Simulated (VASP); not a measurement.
# SiGe (P6_3mc) in VASP: a series of runs

SiGe is run at these levels: LDA; tasks: single point.

Program: VASP 6.6.1. These are calculated values, not measurements. Logs are shortened: lines on timing, memory, paths and dates and some standing lists are left out, and cuts for length are marked.

## (1) The cell of the first run

Symmetry: P6_3mc, No. 186, hexagonal system. The conventional cell has a = 3.799 Å, b = 3.799 Å, c = 6.279 Å, α = 90.00°, β = 90.00°, γ = 120.00°. Within 3.0 Å of Si (site symmetry 3m) lie 4 Ge at 2.30 to 2.35 Å. Ge (site symmetry 3m) has 4 Si at 2.30 to 2.35 Å within 3.0 Å.

## (2) Single point, LDA

Contents of INCAR:

```
  PREC = Accurate
  ENCUT = 520
  EDIFF = 1E-6
  ISMEAR = 0
  SIGMA = 0.03
  LREAL = False
  LASPH = True
  NELM = 100
  ALGO = Normal
  ISIF = 2
  LWAVE = False
  LCHARG = False
  GGA = CA
  NBANDS = 26
```

Contents of KPOINTS:

```
regular mesh
0
Gamma
  12 12 6
```

Contents of POSCAR:

```
SiGe
1.0
    3.7994718203      0.0000000000      0.0000000000
   -1.8997359102      3.2904391174      0.0000000000
    0.0000000000      0.0000000000      6.2790301647
Si Ge
2 2
Direct
    0.6666666667      0.3333333333      0.8745031008
    0.3333333333      0.6666666667      0.3745031008
    0.6666666667      0.3333333333      0.5083148150
    0.3333333333      0.6666666667      0.0083148150
```

Potentials or basis: VASP PAW LDA potentials, release 64 (Si, Ge_d).

Launch:

```bash
$ cat potpaw_LDA.64/Si/POTCAR potpaw_LDA.64/Ge_d/POTCAR > POTCAR
$ mpirun -np 1 vasp_std > vasp.out
```

OUTCAR:

```text
PREC = Accurate
   ENCUT = 520
   EDIFF = 1E-6
   ISMEAR = 0
   LREAL = False
   LASPH = True
   NELM = 100
   ISIF = 2
   GGA = CA

 ion  position               nearest neighbor table
   1  0.667  0.333  0.875-   3 2.30   4 2.35   4 2.35   4 2.35
   2  0.333  0.667  0.375-   4 2.30   3 2.35   3 2.35   3 2.35
   3  0.667  0.333  0.508-   1 2.30   2 2.35   2 2.35   2 2.35
   4  0.333  0.667  0.008-   2 2.30   1 2.35   1 2.35   1 2.35

  LATTYP: Found a hexagonal cell.
 ALAT       =     3.7994718203
 C/A-ratio  =     1.6526060625

  Lattice vectors:

 A1 = (   3.7994718203,   0.0000000000,   0.0000000000)
 A2 = (  -1.8997359102,   3.2904391174,   0.0000000000)
 A3 = (   0.0000000000,   0.0000000000,   6.2790301647)

Analysis of symmetry for initial positions (statically):
=====================================================================
 Subroutine PRICEL returns:
 Original cell was already a primitive cell.

 Routine SETGRP: Setting up the symmetry group for a
 hexagonal supercell.

 Subroutine GETGRP returns: Found 12 space group operations
 (whereof  6 operations were pure point group operations)
 out of a pool of 24 trial point group operations.

The static configuration has the point symmetry C_3v.
 The point group associated with its full space group is C_6v.

Analysis of symmetry for dynamics (positions and initial velocities):
=====================================================================
 Subroutine PRICEL returns:
 Original cell was already a primitive cell.

 Routine SETGRP: Setting up the symmetry group for a
 hexagonal supercell.

 Subroutine GETGRP returns: Found 12 space group operations
 (whereof  6 operations were pure point group operations)
 out of a pool of 24 trial point group operations.

The dynamic configuration has the point symmetry C_3v.
 The point group associated with its full space group is C_6v.

 Subroutine INISYM returns: Found 12 space group operations
 (whereof  6 operations are pure point group operations),
 and found     1 'primitive' translations

----------------------------------------------------------------------------------------

                                     Primitive cell

  volume of cell :      78.5000
[... 82 lines left out ...]
   NGXF,Y,Z  is equivalent  to a cutoff of  24.50, 24.50, 25.42 a.u.
 SYSTEM =  unknown system
   PREC   = accura    normal or accurate (medium, high low for compatibility)
   ISTART =      0    job   : 0-new  1-cont  2-samecut
   ICHARG =      2    charge: 1-file 2-atom 10-const
   ISPIN  =      1    spin polarized calculation?
   LNONCOLLINEAR =      F non collinear calculations
   LSORBIT =      F    spin-orbit coupling
   LASPH  =      T    aspherical Exc in radial PAW
   ENCUT  =  520.0 eV  38.22 Ry    6.18 a.u.   7.06  7.06 11.67*2*pi/ulx,y,z
   NELM   =    100;   NELMIN=  2; NELMDL= -5     # of ELM steps
   EDIFF  = 0.1E-05   stopping-criterion for ELM
   LREAL  =      F    real-space projection
   EDIFFG = 0.1E-04   stopping-criterion for IOM
   NSW    =      0    number of steps for IOM
   IBRION =     -1    ionic relax: 0-MD 1-quasi-New 2-CG
   NFREE  =      0    steps in history (QN), initial steepest desc. (CG)
   ISIF   =      2    stress and relaxation
   ISYM   =      2    0-nonsym 1-usesym 2-fastsym
   POTIM  = 0.5000    time-step for ionic-motion
   TEBEG  =    0.0;   TEEND  =   0.0 temperature during run
   PSTRESS=    0.0 pullay stress
   NELECT =      36.0000    total number of electrons
   NUPDOWN=      -1.0000    fix difference up-down
   EMIN   =  10.00;   EMAX   =-10.00  energy-range for DOS
   EFERMI =   0.00;   METHOD = LEGACY
   ISMEAR =     0;   SIGMA  =   0.03  broadening in eV -4-tet -1-fermi 0-gaus
   EFERMI_NEDOS =   21; number of points for ismear=-14 and -15
   IALGO  =     38    algorithm
   IMIX   =      4    mixing-type and parameters
     AMIX     =   0.40;   BMIX     =  1.00
     AMIX_MAG =   1.60;   BMIX_MAG =  1.00
  volume/ion in A,a.u.               =      19.63       132.44
  Fermi-wavevector in a.u.,A,eV,Ry     =   1.262464  2.385712 21.685185  1.593816
  Thomas-Fermi vector in A             =   2.395871
   LORBIT       =      0    0 simple, 1 ext, 2 COOP (PROOUT), +10 PAW based schemes
   GGA     = CA    functional components
   LHFCALC =     F    Hartree Fock is set to
   AEXX    =    0.0000 exact exchange contribution
   IVDW    =     0    specifies the selected vdW correction
   LEPSILON=     F    determine dielectric tensor
   LRPA    =     F    only Hartree local field effects (RPA)
 non-spin polarized calculation
 Gauss-broadening in eV      SIGMA  =   0.03
  energy-cutoff  :      520.00
  volume of cell :       78.50
 maximum number of plane-waves:      2134
   NGX = 15   NGY = 15   NGZ = 23

 number of electron      36.0000017 magnetization

 Free energy of the ion-electron system (eV)
  ---------------------------------------------------
  ext. energy  EPLUGINS =         0.00000000
  ---------------------------------------------------
  free energy    TOTEN  =       -22.11264401 eV

  energy without entropy =      -22.11264366  energy(sigma->0) =      -22.11264383

 E-fermi :   6.5341     XC(G=0): -10.3294

 val. band max:        6.4641315722   @ k =   0.0000   0.0000   0.0000
 cond. band min:       6.6065018222   @ k =   0.5000   0.0000   0.0000
 fundamental gap:      0.1423702500
 Fermi energy:         6.5341225613

 k-point     1 :       0.0000    0.0000    0.0000
  band No.  band energies     occupation
      1     -18.4811      2.00000
      2     -18.4807      2.00000
      3     -18.4693      2.00000
      4     -18.4693      2.00000
      5     -18.4650      2.00000
      6     -18.4650      2.00000
[... 685 lines left out ...]
     25      13.6786      0.00000
     26      14.0358      0.00000

 [... further k-points ...]
[... 5 lines left out ...]
  --------------------------------------------------------------------------------------
  -------------------------------------------------------------------------------------
  Total        1.9642956      1.9642956      4.0093851     -0.0000000     -0.0000000      0.0000000
  in kB       40.0910814     40.0910814     81.8311584     -0.0000000     -0.0000000      0.0000000
  external PRESSURE =      54.0044404 kB  Pullay stress =       0.0000000 kB

 VOLUME and BASIS-vectors are now :
 -----------------------------------------------------------------------------
  energy-cutoff  :      520.00
  volume of cell :       78.50
      direct lattice vectors                 reciprocal lattice vectors
     3.799471820  0.000000000  0.000000000     0.263194477  0.151955402  0.000000000
    -1.899735910  3.290439117  0.000000000     0.000000000  0.303910805  0.000000000
     0.000000000  0.000000000  6.279030165     0.000000000  0.000000000  0.159260264

 POSITION                                       TOTAL-FORCE (eV/Angst)
 -----------------------------------------------------------------------------------
      1.89974      1.09681      5.49103         0.000000      0.000000      0.706190
     -0.00000      2.19363      2.35152        -0.000000      0.000000      0.706190
      1.89974      1.09681      3.19172         0.000000     -0.000000     -0.706190
     -0.00000      2.19363      0.05221        -0.000000      0.000000     -0.706190
 -----------------------------------------------------------------------------------
    total drift:                               -0.000000     -0.000001      0.001654

  FREE ENERGIE OF THE ION-ELECTRON SYSTEM (eV)
  ---------------------------------------------------
  free  energy   TOTEN  =       -22.1126440055 eV

  energy  without entropy=      -22.1126436613  energy(sigma->0) =      -22.11264383
```

stdout:

```text
POSCAR found type information on POSCAR SiGe
 POSCAR found :  2 types and       4 ions
 scaLAPACK will be used
 LDA part: xc-table for (Slater(with rela. corr.)+CA(PZ))
 , standard interpolation
 POSCAR, INCAR and KPOINTS ok, starting setup
 FFT: planning ... GRIDC
 FFT: planning ... GRID_SOFT
 FFT: planning ... GRID
 WAVECAR not read
 entering main loop
```

Wall time 57 s (1 thread of Intel Xeon Platinum 8559C (Emerald Rapids), shared host); peak memory 0.24 GiB.

Results:

```yaml
Free_energy: -22.1126 eV
Pressure: 5.4 GPa
Largest_force: 0.706 eV/Å
Band_gap_on_the_k_mesh: 0.14 eV, indirect (least direct gap 0.55 eV)
```

Forces in eV/Å, atoms in the order of the input:
```
Si   0.000  0.000  0.706
Si   0.000  0.000  0.706
Ge   0.000  0.000 -0.706
Ge   0.000  0.000 -0.706
```

Levels at points of the mesh, in eV from the valence-band top:
```csv
k point,band 15,band 16,band 17,band 18,band 19,band 20,band 21,band 22
"(0.00, 0.00, 0.00)",-1.81,-0.78,0.00,0.00,0.55,1.79,1.79,1.91
"(0.50, 0.00, 0.00)",-5.43,-3.63,-3.54,-1.65,0.14,2.02,2.80,2.94
"(0.00, 0.00, 0.50)",-1.13,-1.13,-1.13,-1.13,1.39,1.39,2.98,2.98
"(0.50, 0.00, 0.50)",-3.05,-3.05,-2.81,-2.81,0.43,0.43,1.63,1.63
```

A k mesh can miss the band edges.

## (3) Single point, LDA

Contents of INCAR:

```
SYSTEM = SiGe
ALGO = Normal
EDIFF = 1E-6
ENCUT = 520
GGA = CA
ISIF = 2
ISMEAR = 0
LASPH = .TRUE.
LCHARG = .FALSE.
LREAL = .FALSE.
LWAVE = .FALSE.
NBANDS = 26
NELM = 80
PREC = Accurate
SIGMA = 0.03
```

Contents of KPOINTS:

```
k-points
0
G
  12 12 6
  0 0 0
```

Changes to POSCAR since step 2:

```diff
@@ -10,3 +10,3 @@
     0.3333333333      0.6666666667      0.3745031008
-    0.6666666667      0.3333333333      0.5083148150
-    0.3333333333      0.6666666667      0.0083148150
+    0.6666666667      0.3333333333      0.4926769834
+    0.3333333333      0.6666666667     -0.0073230166
```

Potentials or basis: VASP PAW LDA potentials, release 64 (Si, Ge_d).

Launch:

```bash
$ cat potpaw_LDA.64/Si/POTCAR potpaw_LDA.64/Ge_d/POTCAR > POTCAR
$ mpirun -np 1 vasp_std > vasp.out
```

Wall time 60 s (1 thread of Intel Xeon Platinum 8559C (Emerald Rapids), shared host); peak memory 0.24 GiB.

Results (log left out):

```
Free energy            : -22.1108 eV
Pressure               : 5.6 GPa
Largest force          : 0.657 eV/Å
Band gap on the k mesh : 0.24 eV, indirect (least direct gap 0.58 eV)
```

Forces on the atoms (eV/Å):
```
Si   0.000  0.000 -0.657
Si   0.000  0.000 -0.657
Ge   0.000  0.000  0.657
Ge   0.000  0.000  0.657
```

Stress tensor (GPa, compression positive):
```
6.79 0.00 0.00
0.00 6.79 0.00
0.00 0.00 3.16
```

Levels at points of the mesh, in eV from the valence-band top:
| k point | band 16 | band 17 | band 18 | band 19 | band 20 | band 21 |
| --- | --- | --- | --- | --- | --- | --- |
| (0.00, 0.00, 0.00) | -0.06 | -0.06 | 0.00 | 0.58 | 2.00 | 2.14 |
| (0.50, 0.00, 0.00) | -3.41 | -3.11 | -1.71 | 0.24 | 2.14 | 3.44 |
| (0.00, 0.00, 0.50) | -1.04 | -1.04 | -1.04 | 1.40 | 1.40 | 3.15 |
| (0.50, 0.00, 0.50) | -2.72 | -2.60 | -2.60 | 0.73 | 0.73 | 1.66 |

A k mesh can miss the band edges.

## (4) Single point, LDA

Contents of INCAR:

```
SYSTEM = SiGe
PREC = Accurate
ENCUT = 520
EDIFF = 1E-7
ISMEAR = 0
SIGMA = 0.03
LREAL = .FALSE.
LASPH = .TRUE.
NELM = 80
ALGO = Normal
ISIF = 2
LWAVE = .FALSE.
LCHARG = .FALSE.
GGA = CA
NBANDS = 26
```

Contents of KPOINTS:

```
Automatic mesh
0
G
  12 12 6
  0 0 0
```

Changes to POSCAR since step 3:

```diff
@@ -10,3 +10,3 @@
     0.3333333333      0.6666666667      0.3745031008
-    0.6666666667      0.3333333333      0.4926769834
-    0.3333333333      0.6666666667     -0.0073230166
+    0.6666666667      0.3333333333      0.5004958992
+    0.3333333333      0.6666666667      0.0004958992
```

Launch:

```bash
$ cat potpaw_LDA.64/Si/POTCAR potpaw_LDA.64/Ge_d/POTCAR > POTCAR
$ mpirun -np 1 vasp_std > vasp.out
```

Run time: 58 s. Hardware: 1 thread of Intel Xeon Platinum 8559C (Emerald Rapids), shared host; peak memory 0.24 GiB.

The run converged. Its results:

```
Free energy            : -22.1452 eV
Pressure               : 5.4 GPa
Largest force          : 0.026 eV/Å
Band gap on the k mesh : 0.23 eV, indirect (least direct gap 0.60 eV)
```

Forces in eV/Å, atoms in the order of the input:
```
Si   0.000  0.000 -0.026
Si   0.000  0.000 -0.026
Ge   0.000  0.000  0.026
Ge   0.000  0.000  0.026
```

Levels at points of the mesh, in eV from the valence-band top:
| k point | band 15 | band 16 | band 17 | band 18 | band 19 | band 20 | band 21 | band 22 |
| --- | --- | --- | --- | --- | --- | --- | --- | --- |
| (0.00, 0.00, 0.00) | -1.71 | -0.36 | 0.00 | 0.00 | 0.60 | 2.00 | 2.01 | 2.01 |
| (0.50, 0.00, 0.00) | -5.16 | -3.44 | -3.33 | -1.65 | 0.23 | 2.12 | 3.16 | 3.30 |
| (0.00, 0.00, 0.50) | -1.05 | -1.05 | -1.05 | -1.05 | 1.43 | 1.43 | 3.10 | 3.10 |
| (0.50, 0.00, 0.50) | -2.79 | -2.79 | -2.73 | -2.73 | 0.62 | 0.62 | 1.68 | 1.68 |

## (5) Single point, LDA

This run uses another cell than the first one, of 20.18 Å³/atom, 1.028 times its volume.

Contents of INCAR:

```
  ALGO = Normal
  EDIFF = 1E-6
  ENCUT = 520
  GGA = CA
  ISIF = 2
  ISMEAR = 0
  LASPH = T
  LCHARG = F
  LREAL = F
  LWAVE = F
  NBANDS = 26
  NELM = 80
  PREC = Accurate
  SIGMA = 0.03
```

Contents of KPOINTS:

```
k-points
0
Gamma
  12 12 6
```

Contents of POSCAR:

```
SiGe
1.0
    3.8347660222      0.0000000000      0.0000000000
   -1.9173830111      3.3210047928      0.0000000000
    0.0000000000      0.0000000000      6.3373575767
Si Ge
2 2
Direct
    0.6666666667      0.3333333333      0.8745031008
    0.3333333333      0.6666666667      0.3745031008
    0.6666666667      0.3333333333      0.4926769834
    0.3333333333      0.6666666667     -0.0073230166
```

Launch:

```bash
$ cat potpaw_LDA.64/Si/POTCAR potpaw_LDA.64/Ge_d/POTCAR > POTCAR
$ mpirun -np 1 vasp_std > vasp.out
```

It took 65 s on 1 thread of Intel Xeon Platinum 8559C (Emerald Rapids), shared host; peak memory 0.25 GiB.

Results (log left out):

- Free energy: -22.1682 eV
- Pressure: 2.7 GPa
- Largest force: 0.617 eV/Å
- Band gap on the k mesh: 0.27 eV, indirect (least direct gap 0.48 eV)

Forces on the atoms (eV/Å):
```
Si   0.000  0.000 -0.617
Si   0.000  0.000 -0.617
Ge   0.000  0.000  0.617
Ge   0.000  0.000  0.617
```

Stress tensor (GPa, compression positive):
```
3.78 0.00 0.00
0.00 3.78 0.00
0.00 0.00 0.60
```

Levels at points of the mesh, in eV from the valence-band top:
```tsv
k point	band 15	band 16	band 17	band 18	band 19	band 20	band 21	band 22
(0.00, 0.00, 0.00)	-1.64	-0.08	-0.08	0.00	0.48	1.83	2.14	2.14
(0.50, 0.00, 0.00)	-4.83	-3.32	-3.01	-1.67	0.27	2.07	3.44	3.59
(0.00, 0.00, 0.50)	-1.02	-1.02	-1.02	-1.02	1.29	1.29	3.14	3.14
(0.50, 0.00, 0.50)	-2.66	-2.66	-2.54	-2.54	0.71	0.71	1.69	1.69
```

A k mesh can miss the band edges.
